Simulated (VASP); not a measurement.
# GdCu3 (Pm-3m) in VASP: single point with PBEsol+U

Aim: the single point of GdCu3 with PBEsol+U.

Everything below comes from runs of VASP 6.6.1. Logs are shortened: lines on timing, memory, paths and dates and some standing lists are left out, and cuts for length are marked.

## Step 1: The cell of the first run

The structure is cubic, space group Pm-3m (No. 221). Conventional cell: a = 4.036 Å, b = 4.036 Å, c = 4.036 Å, α = 90.00°, β = 90.00°, γ = 90.00°. Gd (site symmetry m-3m) has 12 Cu at 2.85 Å within 3.8 Å. Cu (site symmetry 4/mmm) has 4 Gd at 2.85 Å and 8 Cu at 2.85 Å within 3.8 Å.

## Step 2: Single point, PBEsol+U, collinear spin, ferromagnetic start

INCAR

```
SYSTEM = GdCu3
PREC = Accurate ; ENCUT = 600
EDIFF = 1E-6 ; ISMEAR = 0
SIGMA = 0.05 ; LREAL = .False.
LASPH = .True. ; NELM = 200
ALGO = Normal ; ISIF = 2
LWAVE = .False. ; LCHARG = .True.
ISPIN = 2 ; MAGMOM = 7 1 1 3
LORBIT = 11 ; LMAXMIX = 6
LDAU = .True. ; LDAUTYPE = 2
LDAUL = -1 2 ; LDAUU = 0 4
LDAUJ = 0 0 ; LDAUPRINT = 1
GGA = PS ; LELF = .True.
LVHAR = .True. ; NBANDS = 38
GGA_COMPAT = .False.
```

KPOINTS

```
regular mesh
0
Gamma
  8 8 8
  0 0 0
```

POSCAR

```
GdCu3
1.0
    4.0361002085      0.0000000000      0.0000000000
    0.0000000000      4.0361002085      0.0000000000
    0.0000000000      0.0000000000      4.0361002085
Gd Cu
1 3
Direct
    0.0000000000      0.0000000000      0.0000000000
    0.0000000000      0.5000000000      0.5000000000
    0.5000000000      0.5000000000      0.0000000000
    0.5000000000      0.0000000000      0.5000000000
```

Potentials or basis: VASP PAW PBE potentials, release 64 (Gd, Cu).

Started as:

```sh
cat potpaw_PBE.64/Gd/POTCAR potpaw_PBE.64/Cu/POTCAR > POTCAR
mpirun -np 1 vasp_std > vasp.out
```

OUTCAR:

```text
SYSTEM = GdCu3
   PREC = Accurate
   ENCUT = 600
   EDIFF = 1E-6
   ISMEAR = 0
   LREAL = .False.
   LASPH = .True.
   NELM = 200
   ISIF = 2
   ISPIN = 2
   LORBIT = 11
   GGA = PS

 ion  position               nearest neighbor table
   1  0.000  0.000  0.000-   2 2.85   3 2.85   4 2.85   2 2.85   4 2.85   2 2.85   3 2.85   2 2.85
                             3 2.85   4 2.85   4 2.85   3 2.85
   2  0.000  0.500  0.500-   1 2.85   1 2.85   1 2.85   1 2.85
   3  0.500  0.500  0.000-   1 2.85   1 2.85   1 2.85   1 2.85
   4  0.500  0.000  0.500-   1 2.85   1 2.85   1 2.85   1 2.85

  LATTYP: Found a simple cubic cell.
 ALAT       =     4.0361002085

  Lattice vectors:

 A1 = (   4.0361002085,   0.0000000000,   0.0000000000)
 A2 = (   0.0000000000,   4.0361002085,   0.0000000000)
 A3 = (   0.0000000000,   0.0000000000,   4.0361002085)

Analysis of symmetry for initial positions (statically):
=====================================================================
 Subroutine PRICEL returns:
 Original cell was already a primitive cell.

 Routine SETGRP: Setting up the symmetry group for a
 simple cubic supercell.

 Subroutine GETGRP returns: Found 48 space group operations
 (whereof 48 operations were pure point group operations)
 out of a pool of 48 trial point group operations.

The static configuration has the point symmetry O_h .

Analysis of symmetry for dynamics (positions and initial velocities):
=====================================================================
 Subroutine PRICEL returns:
 Original cell was already a primitive cell.

 Routine SETGRP: Setting up the symmetry group for a
 simple cubic supercell.

 Subroutine GETGRP returns: Found 48 space group operations
 (whereof 48 operations were pure point group operations)
 out of a pool of 48 trial point group operations.

The dynamic configuration has the point symmetry O_h .

Analysis of structural, dynamic, and magnetic symmetry:
=====================================================================
 Subroutine PRICEL returns:
 Original cell was already a primitive cell.

 Routine SETGRP: Setting up the symmetry group for a
 simple cubic supercell.

 Subroutine GETGRP returns: Found 16 space group operations
 (whereof 16 operations were pure point group operations)
 out of a pool of 48 trial point group operations.

The overall configuration has the point symmetry D_4h.

 Subroutine INISYM returns: Found 16 space group operations
 (whereof 16 operations are pure point group operations),
 and found     1 'primitive' translations

----------------------------------------------------------------------------------------

                                     Primitive cell

  volume of cell :      65.7485

  direct lattice vectors                    reciprocal lattice vectors
     4.036100208  0.000000000  0.000000000     0.247763918  0.000000000  0.000000000
     0.000000000  4.036100208  0.000000000     0.000000000  0.247763918  0.000000000
     0.000000000  0.000000000  4.036100208     0.000000000  0.000000000  0.247763918

  length of vectors
     4.036100208  4.036100208  4.036100208     0.247763918  0.247763918  0.247763918

  position of ions in fractional coordinates (direct lattice)
     0.000000000  0.000000000  0.000000000
     0.000000000  0.500000000  0.500000000
     0.500000000  0.500000000  0.000000000
     0.500000000  0.000000000  0.500000000

  ion indices of the primitive-cell ions
   primitive index   ion index
                 1           1
                 2           2
                 3           3
                 4           4

----------------------------------------------------------------------------------------

 KPOINTS: regular mesh

Automatic generation of k-mesh.
 Grid dimensions read from file:
 generate k-points for:    8    8    8

 Generating k-lattice:

  Cartesian coordinates                     Fractional coordinates (reciprocal lattice)
     0.030970490  0.000000000  0.000000000     0.125000000  0.000000000  0.000000000
     0.000000000  0.030970490  0.000000000     0.000000000  0.125000000  0.000000000
     0.000000000  0.000000000  0.030970490     0.000000000  0.000000000  0.125000000

  Length of vectors
     0.030970490  0.030970490  0.030970490

  Shift w.r.t. Gamma in fractional coordinates (k-lattice)
     0.000000000  0.000000000  0.000000000

 Subroutine IBZKPT returns following result:
 ===========================================

 Found     75 irreducible k-points:

 Following reciprocal coordinates:
            Coordinates               Weight
  0.000000  0.000000  0.000000      1.000000
  0.125000  0.000000  0.000000      4.000000
  0.000000  0.125000  0.000000      2.000000
  0.250000  0.000000  0.000000      4.000000
  0.000000  0.250000  0.000000      2.000000
  0.375000  0.000000  0.000000      4.000000
[... 16 lines left out ...]
  0.375000  0.250000  0.000000      8.000000
  0.000000  0.375000  0.250000      8.000000
 [... further k-points ...]
   k-points           NKPTS =     75   k-points in BZ     NKDIM =     75   number of bands    NBANDS=     38
   number of dos      NEDOS =    301   number of ions     NIONS =      4
   total plane-waves  NPLWV =  32768
   dimension x,y,z NGX =    32 NGY =   32 NGZ =   32
   dimension x,y,z NGXF=    64 NGYF=   64 NGZF=   64
   ions per type =               1   3
   NGX,Y,Z   is equivalent  to a cutoff of  13.18, 13.18, 13.18 a.u.
   NGXF,Y,Z  is equivalent  to a cutoff of  26.36, 26.36, 26.36 a.u.
 SYSTEM =  GdCu3
   PREC   = accura    normal or accurate (medium, high low for compatibility)
   ISTART =      0    job   : 0-new  1-cont  2-samecut
   ICHARG =      2    charge: 1-file 2-atom 10-const
   ISPIN  =      2    spin polarized calculation?
   LNONCOLLINEAR =      F non collinear calculations
   LSORBIT =      F    spin-orbit coupling
   LASPH  =      T    aspherical Exc in radial PAW
   ENCUT  =  600.0 eV  44.10 Ry    6.64 a.u.   8.06  8.06  8.06*2*pi/ulx,y,z
   NELM   =    200;   NELMIN=  2; NELMDL= -5     # of ELM steps
   EDIFF  = 0.1E-05   stopping-criterion for ELM
   LREAL  =      F    real-space projection
[... 7 lines left out ...]
   TEBEG  =    0.0;   TEEND  =   0.0 temperature during run
   PSTRESS=    0.0 pullay stress
   NELECT =      51.0000    total number of electrons
   NUPDOWN=      -1.0000    fix difference up-down
   EMIN   =  10.00;   EMAX   =-10.00  energy-range for DOS
   EFERMI =   0.00;   METHOD = LEGACY
   ISMEAR =     0;   SIGMA  =   0.05  broadening in eV -4-tet -1-fermi 0-gaus
   EFERMI_NEDOS =   21; number of points for ismear=-14 and -15
   IALGO  =     38    algorithm
   IMIX   =      4    mixing-type and parameters
     AMIX     =   0.40;   BMIX     =  1.00
     AMIX_MAG =   1.60;   BMIX_MAG =  1.00
  volume/ion in A,a.u.               =      16.44       110.92
  Fermi-wavevector in a.u.,A,eV,Ry     =   1.504191  2.842509 30.784408  2.262590
  Thomas-Fermi vector in A             =   2.615203
   LORBIT       =     11    0 simple, 1 ext, 2 COOP (PROOUT), +10 PAW based schemes
 LDA+U is selected, type is set to LDAUTYPE =  2
   angular momentum for each species LDAUL =    -1    2
   U (eV)           for each species LDAUU =   0.0  4.0
   J (eV)           for each species LDAUJ =   0.0  0.0
   GGA     = PS    functional components
   LHFCALC =     F    Hartree Fock is set to
   AEXX    =    0.0000 exact exchange contribution
   IVDW    =     0    specifies the selected vdW correction
   LEPSILON=     F    determine dielectric tensor
   LRPA    =     F    only Hartree local field effects (RPA)
 spin polarized calculation
 Gauss-broadening in eV      SIGMA  =   0.05
  energy-cutoff  :      600.00
  volume of cell :       65.75
 maximum number of plane-waves:      2272
   NGX = 17   NGY = 17   NGZ = 17

 number of electron      51.0000000 magnetization      12.0000000

atom =   2  type =  2  l = 2

 onsite density matrix

spin component  1

  0.9331  0.0000 -0.0000  0.0000 -0.0000
  0.0000  0.9267 -0.0000  0.0000 -0.0000
 -0.0000 -0.0000  0.9329  0.0000 -0.0072
  0.0000  0.0000  0.0000  0.9331  0.0000
 -0.0000 -0.0000 -0.0072  0.0000  0.9413

spin component  2

  0.9275  0.0000 -0.0000 -0.0000  0.0000
  0.0000  0.9306  0.0000 -0.0000 -0.0000
 -0.0000  0.0000  0.9184  0.0000 -0.0137
 -0.0000 -0.0000  0.0000  0.9275  0.0000
  0.0000 -0.0000 -0.0137  0.0000  0.9343
[... 67 lines left out ...]
 occupancies and eigenvectors

  o =  0.9105  v =  0.0000  0.0000  0.0000  0.0000  0.0000  0.0000 -0.0000  0.8660  0.0000 -0.5000      0.0000  0.0000  0.0000  0.0000  0.0000  0.0000  0.0000  0.0000  0.0000  0.0000
  o =  0.9267  v =  0.0000 -0.0000 -0.0000  1.0000  0.0000  0.0000  0.0000  0.0000  0.0000  0.0000      0.0000  0.0000  0.0000  0.0000  0.0000  0.0000  0.0000  0.0000  0.0000  0.0000
  o =  0.9275  v =  0.0000  0.0000  0.0000  0.0000  0.0000  1.0000  0.0000  0.0000  0.0000  0.0000      0.0000  0.0000  0.0000  0.0000  0.0000  0.0000  0.0000  0.0000  0.0000  0.0000
  o =  0.9275  v =  0.0000  0.0000  0.0000  0.0000  0.0000  0.0000 -1.0000 -0.0000 -0.0000 -0.0000      0.0000  0.0000  0.0000  0.0000  0.0000  0.0000  0.0000  0.0000  0.0000  0.0000
  o =  0.9288  v =  0.0000 -0.0000  0.8660  0.0000 -0.5000  0.0000  0.0000  0.0000  0.0000  0.0000      0.0000  0.0000  0.0000  0.0000  0.0000  0.0000  0.0000  0.0000  0.0000  0.0000
  o =  0.9306  v =  0.0000  0.0000  0.0000  0.0000  0.0000  0.0000  0.0000  0.0000 -1.0000  0.0000      0.0000  0.0000  0.0000  0.0000  0.0000  0.0000  0.0000  0.0000  0.0000  0.0000
  o =  0.9331  v =  1.0000  0.0000  0.0000  0.0000  0.0000  0.0000  0.0000  0.0000  0.0000  0.0000      0.0000  0.0000  0.0000  0.0000  0.0000  0.0000  0.0000  0.0000  0.0000  0.0000
  o =  0.9331  v =  0.0000 -1.0000 -0.0000 -0.0000  0.0000  0.0000  0.0000  0.0000  0.0000  0.0000      0.0000  0.0000  0.0000  0.0000  0.0000  0.0000  0.0000  0.0000  0.0000  0.0000
  o =  0.9423  v =  0.0000  0.0000  0.0000  0.0000  0.0000  0.0000  0.0000 -0.5000 -0.0000 -0.8660      0.0000  0.0000  0.0000  0.0000  0.0000  0.0000  0.0000  0.0000  0.0000  0.0000
  o =  0.9454  v =  0.0000  0.0000  0.5000  0.0000  0.8660  0.0000  0.0000  0.0000  0.0000  0.0000      0.0000  0.0000  0.0000  0.0000  0.0000  0.0000  0.0000  0.0000  0.0000  0.0000

 number of electron      50.9999990 magnetization       7.4646417

 Free energy of the ion-electron system (eV)
  ---------------------------------------------------
  ext. energy  EPLUGINS =         0.00000000
  ---------------------------------------------------
  free energy    TOTEN  =       -20.11253726 eV

  energy without entropy =      -20.10988793  energy(sigma->0) =      -20.11121260

 E-fermi :   5.2821     XC(G=0): -11.8044

 val. band max:        5.2639514478   @ k =   0.0000   0.5000   0.2500
 cond. band min:       5.2932325312   @ k =   0.3750   0.1250   0.0000
 fundamental gap:      0.0292810834
 Fermi energy:         5.2820647740

 spin component 1

 k-point     1 :       0.0000    0.0000    0.0000
  band No.  band energies     occupation
      1     -39.6795      1.00000
      2     -17.0812      1.00000
      3     -17.0812      1.00000
      4     -17.0811      1.00000
      5      -2.1384      1.00000
      6       0.1317      1.00000
[... 1913 lines left out ...]
     36      12.7909      0.00000
     37      13.1847      0.00000

 [... further k-points ...]

 [bands above 37 left out]

------------------------ aborting loop because EDIFF is reached ----------------------------------------

  FORCE on cell =-STRESS in cart. coord.  units (eV):
  Direction    XX          YY          ZZ          XY          YZ          ZX
  --------------------------------------------------------------------------------------
  -------------------------------------------------------------------------------------
  Total        0.3466185      0.3466576      0.3466185      0.0000000      0.0000000     -0.0000000
  in kB        8.4464954      8.4474472      8.4464954      0.0000000      0.0000000     -0.0000000
  external PRESSURE =       8.4468126 kB  Pullay stress =       0.0000000 kB

 VOLUME and BASIS-vectors are now :
 -----------------------------------------------------------------------------
  energy-cutoff  :      600.00
  volume of cell :       65.75
      direct lattice vectors                 reciprocal lattice vectors
     4.036100208  0.000000000  0.000000000     0.247763918  0.000000000  0.000000000
     0.000000000  4.036100208  0.000000000     0.000000000  0.247763918  0.000000000
     0.000000000  0.000000000  4.036100208     0.000000000  0.000000000  0.247763918

 POSITION                                       TOTAL-FORCE (eV/Angst)
 -----------------------------------------------------------------------------------
      0.00000      0.00000      0.00000         0.000000      0.000000      0.000000
      0.00000      2.01805      2.01805         0.000000      0.000000      0.000000
      2.01805      2.01805      0.00000         0.000000      0.000000      0.000000
      2.01805      0.00000      2.01805         0.000000      0.000000      0.000000
 -----------------------------------------------------------------------------------
    total drift:                                0.000000     -0.000000     -0.000000

  FREE ENERGIE OF THE ION-ELECTRON SYSTEM (eV)
  ---------------------------------------------------
  free  energy   TOTEN  =       -20.1125372644 eV

  energy  without entropy=      -20.1098879286  energy(sigma->0) =      -20.11121260

 total charge

# of ion       s       p       d       f       tot
--------------------------------------------------
    1        2.062   5.601   0.582   6.987  15.231
    2        0.514   0.233   9.285   0.000  10.032
    3        0.514   0.233   9.285   0.000  10.032
    4        0.514   0.233   9.285   0.000  10.032
--------------------------------------------------
tot          3.604   6.300  28.436   6.987  45.327

 magnetization (x)

# of ion       s       p       d       f       tot
--------------------------------------------------
    1        0.004  -0.058   0.134   6.810   6.889
    2        0.008   0.018   0.029   0.000   0.054
    3        0.008   0.018   0.029   0.000   0.054
    4        0.008   0.018   0.029   0.000   0.054
--------------------------------------------------
tot          0.026  -0.004   0.220   6.810   7.053
```

It took 17 min on 1 thread of Intel Xeon 8259CL, shared host; peak memory 0.48 GiB.

What came out:

```
Free energy                                           : -20.1125 eV
Pressure                                              : 0.8 GPa
Net moment                                            : 7.46 μB per cell
Site moments                                          : Gd +6.89; Cu +0.05 μB
Valence electrons inside the program's atomic spheres : Gd 15.23; Cu 10.03
```

Eigenvalues of the final occupation matrices:
| site | spin | trace | eigenvalues |
| --- | --- | --- | --- |
| site 2 d | 1 | 4.67 | 0.93 0.93 0.93 0.93 0.95 |
| site 2 d | 2 | 4.64 | 0.91 0.93 0.93 0.93 0.94 |
| site 3 d | 1 | 4.67 | 0.93 0.93 0.93 0.93 0.95 |
| site 3 d | 2 | 4.64 | 0.91 0.93 0.93 0.93 0.94 |
| site 4 d | 1 | 4.67 | 0.93 0.93 0.93 0.93 0.95 |
| site 4 d | 2 | 4.64 | 0.91 0.93 0.93 0.93 0.94 |

Caveat: the PAW data sets were made with another functional, which shifts forces and pressure a little; spin-orbit coupling is left out, which moves the levels of the heavy elements.
